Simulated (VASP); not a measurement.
Set up this calculation in VASP 6.6.1, as the native input.

```yaml
Task: single point
Functional: r2SCAN
Potentials_or_basis: VASP PAW PBE potentials, release 64 (Ga_d, Sb)
Cutoff: 520 eV
k_mesh: 3 × 3 × 3
Occupations: fermi-dirac, width 0.05 eV
Spin: no spin polarisation
Dipole_correction: no
Further_INCAR_settings: ALGO = Normal; EDIFF = 1e-06; NBANDS = 16
```

GaSb:

```xyz
2
Lattice="-1.5559 2.6750 2.8933 1.5559 -2.6750 2.8933 1.5559 2.6750 -2.8933" Properties=species:S:1:pos:R:3 pbc="T T T"
Ga    0.0000    0.0000    0.0000
Sb    0.0000    0.0000    2.8933
```

These files were run (other wordings do the same):

POSCAR

```
GaSb
1.0
   -1.5559010000      2.6750030000      2.8933130000
    1.5559010000     -2.6750030000      2.8933130000
    1.5559010000      2.6750030000     -2.8933130000
Ga Sb
1 1
Direct
    0.0000000000      0.0000000000      0.0000000000
    0.5000000000      0.5000000000      0.0000000000
```

INCAR.step1

```
SYSTEM = GaSb
ALGO = Normal ; EDIFF = 1E-4
ENCUT = 520 ; GGA = PE
ISMEAR = -1 ; LASPH = .TRUE.
LCHARG = .FALSE. ; LREAL = .FALSE.
LWAVE = .TRUE. ; NBANDS = 16
NELM = 60 ; PREC = Accurate
SIGMA = 0.05
```

INCAR.step2

```
SYSTEM = GaSb
ALGO = Normal ; EDIFF = 1E-6
ENCUT = 520 ; ISIF = 2
ISMEAR = -1 ; ISTART = 1
LASPH = .TRUE. ; LCHARG = .FALSE.
LMIXTAU = .TRUE. ; LREAL = .FALSE.
LWAVE = .FALSE. ; METAGGA = R2SCAN
NBANDS = 16 ; NELM = 60
PREC = Accurate ; SIGMA = 0.05
```

KPOINTS

```
k-points
0
G
  3 3 3
  0 0 0
```

Potentials or basis: VASP PAW PBE potentials, release 64 (Ga_d, Sb).

Launch:

```console
$ cat potpaw_PBE.64/Ga_d/POTCAR potpaw_PBE.64/Sb/POTCAR > POTCAR
$ cp INCAR.step1 INCAR
$ mpirun -np 1 vasp_std > vasp.out
$ cp INCAR.step2 INCAR
$ mpirun -np 1 vasp_std > vasp.out
```

Results of the run:

```yaml
Pressure: -3.0 GPa
Band_gap_on_the_k_mesh: zero (band 9 reaches 7.34 eV, above the bottom of band 10 at 3.45 eV)
```

Caveat: the k points lie up to 0.78 Å⁻¹ apart; the PAW data sets were made with another functional, which shifts forces and pressure a little; spin-orbit coupling is left out, which moves the levels of the heavy elements.

It took 24 s on 1 thread of Intel(R) Xeon(R) Platinum 8375C CPU @ 2.90GHz (Ice Lake), on a shared host, peak memory 0.19 GiB.
